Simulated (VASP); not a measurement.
# PrTa (P1) in VASP: single point with PBE

Aim: the single point of PrTa with PBE.

Everything below comes from runs of VASP 6.6.1. Logs are shortened: lines on timing, memory, paths and dates and some standing lists are left out, and cuts for length are marked.

## Step 1: The cell of the first run

The typed cell holds 4 atoms: a = 7.782 Å, b = 4.012 Å, c = 3.763 Å, α = 89.65°, β = 88.70°, γ = 89.98°.

## Step 2: Single point, PBE

Contents of INCAR:

```
  PREC = Accurate
  ENCUT = 600
  EDIFF = 1E-6
  ISMEAR = -1
  SIGMA = 0.15
  LREAL = F
  LASPH = T
  NELM = 200
  ALGO = Normal
  ISIF = 2
  LWAVE = F
  LCHARG = F
  GGA = PE
  NBANDS = 32
  GGA_COMPAT = F
  LMAXMIX = 6
```

Contents of KPOINTS:

```
Automatic mesh
0
Gamma
  1 2 2
  0.5 0.5 0.5
```

Contents of POSCAR:

```
PrTa
1.0
    7.7815700000      0.0012400000      0.0866700000
    0.0006200000      4.0119220000      0.0117870000
    0.0433350000      0.0117870000      3.7631790000
Ta Pr
2 2
Direct
    0.1588360000      0.8199360000      0.5946610000
    0.6588360000      0.8199360000      0.5946610000
    0.4147545000      1.2944240000      1.0963400000
    0.9147545000      1.2944240000      1.0963400000
```

Potentials or basis: VASP PAW PBE potentials, release 64 (Ta_pv, Pr).

Started as:

```console
cat potpaw_PBE.64/Ta_pv/POTCAR potpaw_PBE.64/Pr/POTCAR > POTCAR
mpirun -np 1 vasp_std > vasp.out
```

OUTCAR:

```text
PREC = Accurate
   ENCUT = 600
   EDIFF = 1E-6
   ISMEAR = -1
   LREAL = F
   LASPH = T
   NELM = 200
   ISIF = 2
   GGA = PE

 ion  position               nearest neighbor table
   1  0.159  0.820  0.595-   4 3.27   4 3.30   3 3.30   3 3.37   4 3.38   4 3.43   3 3.44   3 3.48

   2  0.659  0.820  0.595-   3 3.27   3 3.30   4 3.30   4 3.37   3 3.38   3 3.43   4 3.44   4 3.48

   3  0.415  0.294  0.096-   2 3.27   2 3.30   1 3.30   1 3.37   2 3.38   2 3.43   1 3.44   1 3.48

   4  0.915  0.294  0.096-   1 3.27   1 3.30   2 3.30   2 3.37   1 3.38   1 3.43   2 3.44   2 3.48

  LATTYP: Found a triclinic cell.
 ALAT       =     3.7634469628
 B/A-ratio  =     2.0677992329
 C/A-ratio  =     1.0660278735
 COS(alpha) =     0.0003465902
 COS(beta)  =     0.0060715065
 COS(gamma) =     0.0226508660

  Lattice vectors:

 A1 = (   0.0433350000,   0.0117870000,   3.7631790000)
 A2 = (   7.7815700000,   0.0012400000,   0.0866700000)
 A3 = (   0.0006200000,   4.0119220000,   0.0117870000)

Analysis of symmetry for initial positions (statically):
=====================================================================
 Subroutine PRICEL returns following result:

  LATTYP: Found a triclinic cell.
 ALAT       =     3.7634469628
 B/A-ratio  =     1.0338996165
 C/A-ratio  =     1.0660278735
 COS(alpha) =     0.0003465902
 COS(beta)  =     0.0060715065
 COS(gamma) =     0.0226508660

  Lattice vectors:

 A1 = (   0.0433350000,   0.0117870000,   3.7631790000)
 A2 = (   3.8907850000,   0.0006200000,   0.0433350000)
 A3 = (   0.0006200000,   4.0119220000,   0.0117870000)

   2 primitive cells build up your supercell.

 Routine SETGRP: Setting up the symmetry group for a
 triclinic supercell.

 Subroutine GETGRP returns: Found  1 space group operations
 (whereof  1 operations were pure point group operations)
 out of a pool of  2 trial point group operations.

The static configuration has the point symmetry C_1 .

Analysis of symmetry for dynamics (positions and initial velocities):
=====================================================================
 Subroutine PRICEL returns following result:

  LATTYP: Found a triclinic cell.
 ALAT       =     3.7634469628
 B/A-ratio  =     1.0338996165
 C/A-ratio  =     1.0660278735
 COS(alpha) =     0.0003465902
 COS(beta)  =     0.0060715065
 COS(gamma) =     0.0226508660

  Lattice vectors:

 A1 = (   0.0433350000,   0.0117870000,   3.7631790000)
 A2 = (   3.8907850000,   0.0006200000,   0.0433350000)
 A3 = (   0.0006200000,   4.0119220000,   0.0117870000)

   2 primitive cells build up your supercell.

 Routine SETGRP: Setting up the symmetry group for a
 triclinic supercell.

 Subroutine GETGRP returns: Found  1 space group operations
 (whereof  1 operations were pure point group operations)
 out of a pool of  2 trial point group operations.

The dynamic configuration has the point symmetry C_1 .

 Subroutine INISYM returns: Found  1 space group operations
 (whereof  1 operations are pure point group operations),
 and found     2 'primitive' translations

----------------------------------------------------------------------------------------

                                     Primitive cell

  volume of cell :      58.7334

  direct lattice vectors                    reciprocal lattice vectors
     0.043335000  0.011787000  3.763179000    -0.002959976 -0.000780371  0.265769305
     3.890785000  0.000620000  0.043335000     0.257050515 -0.000031028 -0.002959976
     0.000620000  4.011922000  0.011787000    -0.000031028  0.249259387 -0.000780371

  length of vectors
     3.763446963  3.891026371  4.011939363     0.265786934  0.257067559  0.249260610

  position of ions in fractional coordinates (direct lattice)
     0.594661000  0.317672000  0.819936000
     0.096340000  0.829509000  0.294424000

  ion indices of the primitive-cell ions
   primitive index   ion index
                 1           1
                 2           4

----------------------------------------------------------------------------------------

 KPOINTS: Automatic mesh

Automatic generation of k-mesh.
 Grid dimensions read from file:
 generate k-points for:    1    2    2

 Generating k-lattice:

  Cartesian coordinates                     Fractional coordinates (reciprocal lattice)
     0.128525258 -0.000015514 -0.001479988     1.000000000  0.000000000  0.000000000
    -0.000015514  0.124629693 -0.000390186     0.000000000  0.500000000  0.000000000
    -0.001479988 -0.000390186  0.132884653     0.000000000  0.000000000  0.500000000

  Length of vectors
     0.128533780  0.124630305  0.132893467

  Shift w.r.t. Gamma in fractional coordinates (k-lattice)
     0.500000000  0.500000000  0.500000000

 Subroutine IBZKPT returns following result:
 ===========================================

 Found      2 irreducible k-points:

 Following reciprocal coordinates:
            Coordinates               Weight
  0.500000  0.250000  0.250000      2.000000
  0.500000 -0.250000  0.250000      2.000000
   k-points           NKPTS =      2   k-points in BZ     NKDIM =      2   number of bands    NBANDS=     32
   number of dos      NEDOS =    301   number of ions     NIONS =      4
   total plane-waves  NPLWV =  61440
   dimension x,y,z NGX =    64 NGY =   32 NGZ =   30
   dimension x,y,z NGXF=   128 NGYF=   64 NGZF=   60
   ions per type =               2   2
   NGX,Y,Z   is equivalent  to a cutoff of  13.67, 13.26, 13.25 a.u.
   NGXF,Y,Z  is equivalent  to a cutoff of  27.34, 26.52, 26.50 a.u.
 SYSTEM =  unknown system
   PREC   = accura    normal or accurate (medium, high low for compatibility)
   ISTART =      0    job   : 0-new  1-cont  2-samecut
   ICHARG =      2    charge: 1-file 2-atom 10-const
   ISPIN  =      1    spin polarized calculation?
   LNONCOLLINEAR =      F non collinear calculations
   LSORBIT =      F    spin-orbit coupling
   LASPH  =      T    aspherical Exc in radial PAW
   ENCUT  =  600.0 eV  44.10 Ry    6.64 a.u.  15.54  8.01  7.52*2*pi/ulx,y,z
   NELM   =    200;   NELMIN=  2; NELMDL= -5     # of ELM steps
   EDIFF  = 0.1E-05   stopping-criterion for ELM
   LREAL  =      F    real-space projection
   EDIFFG = 0.1E-04   stopping-criterion for IOM
   NSW    =      0    number of steps for IOM
   IBRION =     -1    ionic relax: 0-MD 1-quasi-New 2-CG
   NFREE  =      0    steps in history (QN), initial steepest desc. (CG)
   ISIF   =      2    stress and relaxation
   ISYM   =      2    0-nonsym 1-usesym 2-fastsym
   POTIM  = 0.5000    time-step for ionic-motion
   TEBEG  =    0.0;   TEEND  =   0.0 temperature during run
   PSTRESS=    0.0 pullay stress
   NELECT =      48.0000    total number of electrons
   NUPDOWN=      -1.0000    fix difference up-down
   EMIN   =  10.00;   EMAX   =-10.00  energy-range for DOS
   EFERMI =   0.00;   METHOD = LEGACY
   ISMEAR =    -1;   SIGMA  =   0.15  broadening in eV -4-tet -1-fermi 0-gaus
   EFERMI_NEDOS =   21; number of points for ismear=-14 and -15
   IALGO  =     38    algorithm
   IMIX   =      4    mixing-type and parameters
     AMIX     =   0.40;   BMIX     =  1.00
     AMIX_MAG =   1.60;   BMIX_MAG =  1.00
  volume/ion in A,a.u.               =      29.37       198.18
  Fermi-wavevector in a.u.,A,eV,Ry     =   1.214834  2.295703 20.079774  1.475822
  Thomas-Fermi vector in A             =   2.350241
   LORBIT       =      0    0 simple, 1 ext, 2 COOP (PROOUT), +10 PAW based schemes
   GGA     = PE    functional components
   LHFCALC =     F    Hartree Fock is set to
   AEXX    =    0.0000 exact exchange contribution
   IVDW    =     0    specifies the selected vdW correction
   LEPSILON=     F    determine dielectric tensor
   LRPA    =     F    only Hartree local field effects (RPA)
 non-spin polarized calculation
  energy-cutoff  :      600.00
  volume of cell :      117.47
 maximum number of plane-waves:      3928
 NGX is ok and might be reduce to    64
   NGX = 31   NGY = 17   NGZ = 15

 number of electron      48.0000002 magnetization

 Free energy of the ion-electron system (eV)
  ---------------------------------------------------
  ext. energy  EPLUGINS =         0.00000000
  ---------------------------------------------------
  free energy    TOTEN  =       -30.24115357 eV

  energy without entropy =      -28.64507171  energy(sigma->0) =      -29.44311264

 E-fermi :   4.5957     XC(G=0): -10.4977

 val. band max:        4.0897224368   @ k =   0.5000  -0.2500   0.2500
 cond. band min:       4.6544586807   @ k =   0.5000  -0.2500   0.2500
 fundamental gap:      0.5647362439
 Fermi energy:         4.5957357018

 k-point     1 :       0.5000    0.2500    0.2500
  band No.  band energies     occupation
      1     -30.7555      2.00000
      2     -30.7536      2.00000
      3     -29.8619      2.00000
      4     -29.8585      2.00000
      5     -29.8575      2.00000
      6     -29.8558      2.00000
[... 24 lines left out ...]
     31       4.9083      0.22131
     32       4.9159      0.21156

 k-point     2 :       0.5000   -0.2500    0.2500
  band No.  band energies     occupation
      1     -30.7557      2.00000
      2     -30.7538      2.00000
      3     -29.8618      2.00000
      4     -29.8596      2.00000
      5     -29.8578      2.00000
      6     -29.8563      2.00000
[... 24 lines left out ...]
     31       4.9111      0.21776
     32       4.9119      0.21675

------------------------ aborting loop because EDIFF is reached ----------------------------------------

  FORCE on cell =-STRESS in cart. coord.  units (eV):
  Direction    XX          YY          ZZ          XY          YZ          ZX
  --------------------------------------------------------------------------------------
  -------------------------------------------------------------------------------------
  Total       -8.3964474     -8.7191379     -7.8304902      0.0003843      0.0031938     -0.0389752
  in kB     -114.5226207   -118.9239297   -106.8032963      0.0052414      0.0435610     -0.5315985
  external PRESSURE =    -113.4166156 kB  Pullay stress =       0.0000000 kB

 VOLUME and BASIS-vectors are now :
 -----------------------------------------------------------------------------
  energy-cutoff  :      600.00
  volume of cell :      117.47
      direct lattice vectors                 reciprocal lattice vectors
     7.781570000  0.001240000  0.086670000     0.128525258 -0.000015514 -0.001479988
     0.000620000  4.011922000  0.011787000    -0.000031028  0.249259387 -0.000780371
     0.043335000  0.011787000  3.763179000    -0.002959976 -0.000780371  0.265769305

 POSITION                                       TOTAL-FORCE (eV/Angst)
 -----------------------------------------------------------------------------------
      1.26227      3.29673      2.26125         0.035801     -0.099564     -0.000778
      5.15306      3.29735      2.30458         0.035801     -0.099564     -0.000778
      3.23180      1.18286      0.40196        -0.035801      0.099564      0.000778
      7.12258      1.18348      0.44530        -0.035801      0.099564      0.000778
 -----------------------------------------------------------------------------------
    total drift:                               -0.006803     -0.003029      0.001537

  FREE ENERGIE OF THE ION-ELECTRON SYSTEM (eV)
  ---------------------------------------------------
  free  energy   TOTEN  =       -30.2411535697 eV

  energy  without entropy=      -28.6450717102  energy(sigma->0) =      -29.44311264
```

Wall time 51 s (1 thread of Intel Xeon 6975P-C (Granite Rapids), shared host); peak memory 0.24 GiB.

Results:

* Free energy: -30.2412 eV
* Pressure: -11.3 GPa
* Largest force: 0.106 eV/Å

Forces in eV/Å, atoms in the order of the input:
```
Ta   0.036 -0.100 -0.001
Ta   0.036 -0.100 -0.001
Pr  -0.036  0.100  0.001
Pr  -0.036  0.100  0.001
```

Stress tensor (GPa, compression positive):
```
-11.45   0.00  -0.05
  0.00 -11.89   0.00
 -0.05   0.00 -10.68
```

Levels at points of the mesh, in eV from the Fermi level:
| k point | band 19 | band 20 | band 21 | band 22 | band 23 | band 24 | band 25 | band 26 |
| --- | --- | --- | --- | --- | --- | --- | --- | --- |
| (0.50, 0.25, 0.25) | -0.63 | -0.63 | -0.51 | -0.51 | 0.07 | 0.07 | 0.11 | 0.13 |

Caveat: the k points lie up to 0.83 Å⁻¹ apart; spin-orbit coupling is left out, which moves the levels of the heavy elements; semilocal functionals describe open f shells poorly, which spoils levels, moments and volumes. Spin polarisation is off, so any magnetic state and its effect on volume and gap are missing.
